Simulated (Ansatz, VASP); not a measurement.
## CdBr3: VASP beside Ansatz

```
CELL_PARAMETERS angstrom
3.44717 0.00000 0.00000
0.00000 3.44717 0.00000
0.00000 0.00000 11.28184
ATOMIC_POSITIONS crystal
Cd 0.00000 0.00000 0.00000
Br 0.50000 0.50000 0.84738
Br 0.00000 0.00000 0.50000
Br 0.50000 0.50000 0.15262
```

Change from the starting cell: species swapped into the Tm3Mg type (P4/mmm, No. 123).

Alike in both runs: functional PBE; k mesh 14 × 14 × 4; occupations gaussian, width 0.1 eV; no spin polarisation.

Ansatz relaxed the structure, and its values are those at the end. VASP's run is a single point on that final structure, the one shown.

```csv
,VASP,Ansatz
version,VASP 6.6.1,Ansatz 0.2.0
potentials or method,"VASP PAW PBE potentials, release 64 (Cd, Br), cutoff 520 eV","scalar-relativistic, plane waves, PAW"
valence electrons in the cell,33,41
```

```tsv
	VASP	Ansatz	Ansatz less VASP
gap on the k mesh at the Fermi level (eV)	none	none	-
pressure (GPa)	0.1	0.0	-0.12
rms of the force components (eV/Å)	0.009	0.002	-0.0077
```

A gap of «none» marks a metal or a gap that the smearing closes. VASP's potentials hold 33 valence electrons a cell and Ansatz's 41, so a difference there can come from the potentials and not from the codes.
